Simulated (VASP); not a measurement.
Input of a VASP 6.6.1 run:

INCAR

```
  PREC = Accurate
  ENCUT = 520
  EDIFF = 1E-6
  ISMEAR = 0
  SIGMA = 0.05
  LREAL = False
  LASPH = True
  NELM = 100
  ALGO = Normal
  ISIF = 2
  LWAVE = False
  LCHARG = False
  GGA = PE
  IVDW = 12
  NBANDS = 49
```

KPOINTS

```
regular mesh
0
Gamma
  9 9 2
```

The input POSCAR:

```
SnO2
1.0
   -3.2372529198      0.0000000000      0.0000000000
   -1.6186264599     -2.8035432670      0.0000000000
   -1.4567638139     -0.8410629802     13.6754773976
Sn O
3 6
Direct
    0.5254462050      0.5254462050      0.4707348724
    0.9529296511     -0.0470703489      0.1569011630
    0.0979627588      0.0979627588      0.7845685818
    0.5978664665      0.5978664665      0.2293340005
    0.7428995742     -0.2571004258      0.8570014193
    0.1703830204      0.1703830204      0.5431677099
    0.4530259434      0.4530259434      0.7121357442
    0.8805093895     -0.1194906105      0.3983020348
    0.3079928357      0.3079928357      0.0844683255
```

Potentials or basis: VASP PAW PBE potentials, release 64 (Sn_d, O).

Command:

```bash
$ cat potpaw_PBE.64/Sn_d/POTCAR potpaw_PBE.64/O/POTCAR > POTCAR
$ mpirun -np 1 vasp_std > vasp.out
```

(1) Predict the band gap on the k mesh.

(2) Estimate the dispersion energy per atom.

## Answers

(1) 1.77 eV, indirect (least direct gap 1.84 eV).

(2) -0.189 eV.

Caveat: spin-orbit coupling is left out, which moves the levels of the heavy elements.
